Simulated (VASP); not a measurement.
# In (R-3m) in VASP: single point with PBE

Aim: the single point of In with PBE.

Everything below comes from runs of VASP 6.6.1. Logs are shortened: lines on timing, memory, paths and dates and some standing lists are left out, and cuts for length are marked.

## 1. The cell of the first run

It takes space group R-3m (No. 166, trigonal). Conventional cell: a = 3.328 Å, b = 3.328 Å, c = 24.540 Å, α = 90.00°, β = 90.00°, γ = 120.00°. In (site symmetry -3m) has 12 In at 3.33 to 3.34 Å within 4.4 Å. In (site symmetry 3m) has 12 In at 3.33 to 3.34 Å within 4.4 Å.

## 2. Single point, PBE (26.16 Å³/atom)

INCAR reads:

```
SYSTEM = In
ALGO = Normal
EDIFF = 1E-6
ENCUT = 520
GGA = PE
ISIF = 2
ISMEAR = -1
LASPH = .True.
LCHARG = .True.
LELF = .True.
LREAL = .False.
LVHAR = .True.
LWAVE = .False.
NBANDS = 26
NELM = 100
PREC = Accurate
SIGMA = 0.05
```

KPOINTS reads:

```
k-points
0
Gamma
  14 14 14
  0 0 0
```

POSCAR reads:

```
In
1.0
    1.6640527053      0.9607412773      8.1800133351
   -1.6640527053      0.9607412773      8.1800133351
    0.0000000000     -1.9214825547      8.1800133351
In
3
Direct
    0.0000000000      0.0000000000      0.0000000000
    0.7780122400      0.7780122400      0.7780122400
    0.2219877600      0.2219877600      0.2219877600
```

Potentials or basis: VASP PAW PBE potentials, release 64 (In_d).

Run with:

```sh
$ cat potpaw_PBE.64/In_d/POTCAR > POTCAR
$ mpirun -np 1 vasp_std > vasp.out
```

OUTCAR:

```text
SYSTEM = In
   EDIFF = 1E-6
   ENCUT = 520
   GGA = PE
   ISIF = 2
   ISMEAR = -1
   LASPH = .True.
   LREAL = .False.
   NELM = 100
   PREC = Accurate

 ion  position               nearest neighbor table
   1  0.000  0.000  0.000-   2 3.34   3 3.34   2 3.34   2 3.34   3 3.34   3 3.34
   2  0.778  0.778  0.778-   3 3.33   3 3.33   3 3.33   1 3.34   1 3.34   1 3.34
   3  0.222  0.222  0.222-   2 3.33   2 3.33   2 3.33   1 3.34   1 3.34   1 3.34

  LATTYP: Found a trigonal (rhomboedric) cell.
 ALAT       =     8.4026610886
 COS(alpha) =     0.9215612875

  Lattice vectors:

 A1 = (   1.6640527053,   0.9607412773,   8.1800133351)
 A2 = (  -1.6640527053,   0.9607412773,   8.1800133351)
 A3 = (   0.0000000000,  -1.9214825547,   8.1800133351)

Analysis of symmetry for initial positions (statically):
=====================================================================
 Subroutine PRICEL returns:
 Original cell was already a primitive cell.

 Routine SETGRP: Setting up the symmetry group for a
 trigonal (rhombohedral) supercell.

 Subroutine GETGRP returns: Found 12 space group operations
 (whereof 12 operations were pure point group operations)
 out of a pool of 12 trial point group operations.

The static configuration has the point symmetry D_3d.

Analysis of symmetry for dynamics (positions and initial velocities):
=====================================================================
 Subroutine PRICEL returns:
 Original cell was already a primitive cell.

 Routine SETGRP: Setting up the symmetry group for a
 trigonal (rhombohedral) supercell.

 Subroutine GETGRP returns: Found 12 space group operations
 (whereof 12 operations were pure point group operations)
 out of a pool of 12 trial point group operations.

The dynamic configuration has the point symmetry D_3d.

 Subroutine INISYM returns: Found 12 space group operations
 (whereof 12 operations are pure point group operations),
 and found     1 'primitive' translations

----------------------------------------------------------------------------------------

                                     Primitive cell

  volume of cell :      78.4655

  direct lattice vectors                    reciprocal lattice vectors
     1.664052705  0.960741277  8.180013335     0.300471252  0.173477158  0.040749730
    -1.664052705  0.960741277  8.180013335    -0.300471252  0.173477158  0.040749730
     0.000000000 -1.921482555  8.180013335     0.000000000 -0.346954317  0.040749730

  length of vectors
     8.402661089  8.402661089  8.402661089     0.349339145  0.349339145  0.349339145

  position of ions in fractional coordinates (direct lattice)
     0.000000000  0.000000000  0.000000000
     0.778012240  0.778012240  0.778012240
     0.221987760  0.221987760  0.221987760

  ion indices of the primitive-cell ions
   primitive index   ion index
                 1           1
                 2           2
                 3           3

----------------------------------------------------------------------------------------

 KPOINTS: k-points

Automatic generation of k-mesh.
 Grid dimensions read from file:
 generate k-points for:   14   14   14

 Generating k-lattice:

  Cartesian coordinates                     Fractional coordinates (reciprocal lattice)
     0.021462232  0.012391226  0.002910695     0.071428571  0.000000000 -0.000000000
    -0.021462232  0.012391226  0.002910695     0.000000000  0.071428571 -0.000000000
     0.000000000 -0.024782451  0.002910695     0.000000000  0.000000000  0.071428571

  Length of vectors
     0.024952796  0.024952796  0.024952796

  Shift w.r.t. Gamma in fractional coordinates (k-lattice)
     0.000000000  0.000000000  0.000000000

 Subroutine IBZKPT returns following result:
 ===========================================

 Found    288 irreducible k-points:

 Following reciprocal coordinates:
            Coordinates               Weight
  0.000000  0.000000  0.000000      1.000000
  0.071429 -0.000000 -0.000000      6.000000
  0.142857 -0.000000  0.000000      6.000000
  0.214286  0.000000  0.000000      6.000000
  0.285714  0.000000 -0.000000      6.000000
  0.357143  0.000000 -0.000000      6.000000
[... 16 lines left out ...]
  0.214286  0.142857  0.000000     12.000000
  0.285714  0.142857 -0.000000     12.000000
 [... further k-points ...]
   k-points           NKPTS =    288   k-points in BZ     NKDIM =    288   number of bands    NBANDS=     26
   number of dos      NEDOS =    301   number of ions     NIONS =      3
   total plane-waves  NPLWV = 262144
   dimension x,y,z NGX =    64 NGY =   64 NGZ =   64
   dimension x,y,z NGXF=   128 NGYF=  128 NGZF=  128
   ions per type =               3
   NGX,Y,Z   is equivalent  to a cutoff of  12.66, 12.66, 12.66 a.u.
   NGXF,Y,Z  is equivalent  to a cutoff of  25.32, 25.32, 25.32 a.u.
 SYSTEM =  In
   PREC   = accura    normal or accurate (medium, high low for compatibility)
   ISTART =      0    job   : 0-new  1-cont  2-samecut
   ICHARG =      2    charge: 1-file 2-atom 10-const
   ISPIN  =      1    spin polarized calculation?
   LNONCOLLINEAR =      F non collinear calculations
   LSORBIT =      F    spin-orbit coupling
   LASPH  =      T    aspherical Exc in radial PAW
   ENCUT  =  520.0 eV  38.22 Ry    6.18 a.u.  15.62 15.62 15.62*2*pi/ulx,y,z
   NELM   =    100;   NELMIN=  2; NELMDL= -5     # of ELM steps
   EDIFF  = 0.1E-05   stopping-criterion for ELM
   LREAL  =      F    real-space projection
   EDIFFG = 0.1E-04   stopping-criterion for IOM
   NSW    =      0    number of steps for IOM
   IBRION =     -1    ionic relax: 0-MD 1-quasi-New 2-CG
   NFREE  =      0    steps in history (QN), initial steepest desc. (CG)
   ISIF   =      2    stress and relaxation
   ISYM   =      2    0-nonsym 1-usesym 2-fastsym
   POTIM  = 0.5000    time-step for ionic-motion
   TEBEG  =    0.0;   TEEND  =   0.0 temperature during run
   PSTRESS=    0.0 pullay stress
   NELECT =      39.0000    total number of electrons
   NUPDOWN=      -1.0000    fix difference up-down
   EMIN   =  10.00;   EMAX   =-10.00  energy-range for DOS
   EFERMI =   0.00;   METHOD = LEGACY
   ISMEAR =    -1;   SIGMA  =   0.05  broadening in eV -4-tet -1-fermi 0-gaus
   EFERMI_NEDOS =   21; number of points for ismear=-14 and -15
   IALGO  =     38    algorithm
   IMIX   =      4    mixing-type and parameters
     AMIX     =   0.40;   BMIX     =  1.00
     AMIX_MAG =   1.60;   BMIX_MAG =  1.00
  volume/ion in A,a.u.               =      26.16       176.50
  Fermi-wavevector in a.u.,A,eV,Ry     =   1.296791  2.450580 22.880479  1.681668
  Thomas-Fermi vector in A             =   2.428225
   LORBIT       =      0    0 simple, 1 ext, 2 COOP (PROOUT), +10 PAW based schemes
   GGA     = PE    functional components
   LHFCALC =     F    Hartree Fock is set to
   AEXX    =    0.0000 exact exchange contribution
   IVDW    =     0    specifies the selected vdW correction
   LEPSILON=     F    determine dielectric tensor
   LRPA    =     F    only Hartree local field effects (RPA)
 non-spin polarized calculation
  energy-cutoff  :      520.00
  volume of cell :       78.47
 maximum number of plane-waves:      2148
   NGX = 31   NGY = 31   NGZ = 31

 number of electron      38.9999998 magnetization

 Free energy of the ion-electron system (eV)
  ---------------------------------------------------
  ext. energy  EPLUGINS =         0.00000000
  ---------------------------------------------------
  free energy    TOTEN  =        -7.64214677 eV

  energy without entropy =       -7.62934479  energy(sigma->0) =       -7.63574578

 E-fermi :   7.5564     XC(G=0): -10.2551

 val. band max:        7.5478065488   @ k =  -0.4286   0.2143   0.2143
 cond. band min:       7.5584779890   @ k =   0.2857   0.0714   0.0714
 fundamental gap:      0.0106714403
 Fermi energy:         7.5564399046

 k-point     1 :       0.0000    0.0000    0.0000
  band No.  band energies     occupation
      1      -7.1537      2.00000
      2      -7.1520      2.00000
      3      -7.1105      2.00000
      4      -7.1025      2.00000
      5      -7.1025      2.00000
      6      -7.0812      2.00000
[... 18 lines left out ...]
     25      17.8740      0.00000
     26      17.9360      0.00000

 k-point     2 :       0.0714   -0.0000   -0.0000
  band No.  band energies     occupation
      1      -7.1497      2.00000
      2      -7.1486      2.00000
      3      -7.1107      2.00000
      4      -7.1049      2.00000
      5      -7.0897      2.00000
      6      -7.0745      2.00000
[... 18 lines left out ...]
     25      17.1781      0.00000
     26      17.7977      0.00000

 k-point     3 :       0.1429   -0.0000    0.0000
  band No.  band energies     occupation
      1      -7.1640      2.00000
      2      -7.1484      2.00000
      3      -7.1083      2.00000
      4      -7.0921      2.00000
      5      -7.0673      2.00000
      6      -7.0586      2.00000
[... 18 lines left out ...]
     25      15.9275      0.00000
     26      16.8763      0.00000

 k-point     4 :       0.2143    0.0000    0.0000
  band No.  band energies     occupation
      1      -7.1949      2.00000
      2      -7.1709      2.00000
      3      -7.1056      2.00000
      4      -7.0788      2.00000
      5      -7.0606      2.00000
      6      -7.0523      2.00000
[... 18 lines left out ...]
     25      14.3395      0.00000
     26      16.0842      0.00000

 k-point     5 :       0.2857    0.0000   -0.0000
  band No.  band energies     occupation
      1      -7.2276      2.00000
      2      -7.2006      2.00000
      3      -7.1284      2.00000
      4      -7.0996      2.00000
      5      -7.0793      2.00000
      6      -7.0604      2.00000
[... 18 lines left out ...]
     25      13.5349      0.00000
     26      15.2195      0.00000

 k-point     6 :       0.3571    0.0000   -0.0000
  band No.  band energies     occupation
      1      -7.2531      2.00000
      2      -7.2280      2.00000
      3      -7.1666      2.00000
      4      -7.1249      2.00000
      5      -7.1134      2.00000
      6      -7.0774      2.00000
[... 427 lines left out ...]
 k-point    21 :      -0.0714    0.0714    0.0000
  band No.  band energies     occupation
      1      -7.1493      2.00000
      2      -7.1445      2.00000
      3      -7.1126      2.00000
      4      -7.1108      2.00000
      5      -7.0639      2.00000
      6      -7.0612      2.00000
[... 18 lines left out ...]
     25      17.1733      0.00000
     26      17.4099      0.00000

 k-point    22 :       0.1429    0.1429    0.0000
  band No.  band energies     occupation
      1      -7.1681      2.00000
      2      -7.1385      2.00000
      3      -7.1036      2.00000
      4      -7.0995      2.00000
      5      -7.0776      2.00000
      6      -7.0612      2.00000
[... 18 lines left out ...]
     25      16.1441      0.00000
     26      17.0741      0.00000

 k-point    23 :       0.2143    0.1429    0.0000
  band No.  band energies     occupation
      1      -7.1720      2.00000
      2      -7.1420      2.00000
      3      -7.1153      2.00000
      4      -7.0990      2.00000
      5      -7.0716      2.00000
      6      -7.0405      2.00000
[... 18 lines left out ...]
     25      15.8844      0.00000
     26      16.1160      0.00000

 k-point    24 :       0.2857    0.1429   -0.0000
  band No.  band energies     occupation
      1      -7.1648      2.00000
      2      -7.1567      2.00000
      3      -7.1346      2.00000
      4      -7.0976      2.00000
      5      -7.0619      2.00000
      6      -7.0490      2.00000
[... 18 lines left out ...]
     25      13.9756      0.00000
     26      15.2983      0.00000

 [... further k-points ...]

------------------------ aborting loop because EDIFF is reached ----------------------------------------

  FORCE on cell =-STRESS in cart. coord.  units (eV):
  Direction    XX          YY          ZZ          XY          YZ          ZX
  --------------------------------------------------------------------------------------
  -------------------------------------------------------------------------------------
  Total        0.9909593      0.9909593      1.1171339      0.0000000     -0.0000000     -0.0000000
  in kB       20.2342741     20.2342741     22.8106174      0.0000000     -0.0000000     -0.0000000
  external PRESSURE =      21.0930552 kB  Pullay stress =       0.0000000 kB

 VOLUME and BASIS-vectors are now :
 -----------------------------------------------------------------------------
  energy-cutoff  :      520.00
  volume of cell :       78.47
      direct lattice vectors                 reciprocal lattice vectors
     1.664052705  0.960741277  8.180013335     0.300471252  0.173477158  0.040749730
    -1.664052705  0.960741277  8.180013335    -0.300471252  0.173477158  0.040749730
     0.000000000 -1.921482555  8.180013335     0.000000000 -0.346954317  0.040749730

 POSITION                                       TOTAL-FORCE (eV/Angst)
 -----------------------------------------------------------------------------------
      0.00000      0.00000      0.00000         0.000000      0.000000     -0.000000
      0.00000     -0.00000     19.09245         0.000000      0.000000     -0.020963
      0.00000     -0.00000      5.44759         0.000000     -0.000000      0.020963
 -----------------------------------------------------------------------------------
    total drift:                                0.000000      0.000000     -0.000000

  FREE ENERGIE OF THE ION-ELECTRON SYSTEM (eV)
  ---------------------------------------------------
  free  energy   TOTEN  =        -7.6421467693 eV

  energy  without entropy=       -7.6293447945  energy(sigma->0) =       -7.63574578
```

Wall time 21 min (1 thread of Intel Xeon 6975P-C (Granite Rapids), shared host); peak memory 0.81 GiB.

What came out:

- Free energy: -7.6421 eV
- Pressure: 2.1 GPa
- Largest force: 0.021 eV/Å
- Band gap on the k mesh: zero (an odd number of electrons rules out a gap without spin polarisation)

Forces on the atoms (eV/Å):
```
In   0.000  0.000  0.000
In   0.000  0.000 -0.021
In   0.000  0.000  0.021
```

Caveat: spin-orbit coupling is left out, which moves the levels of the heavy elements.
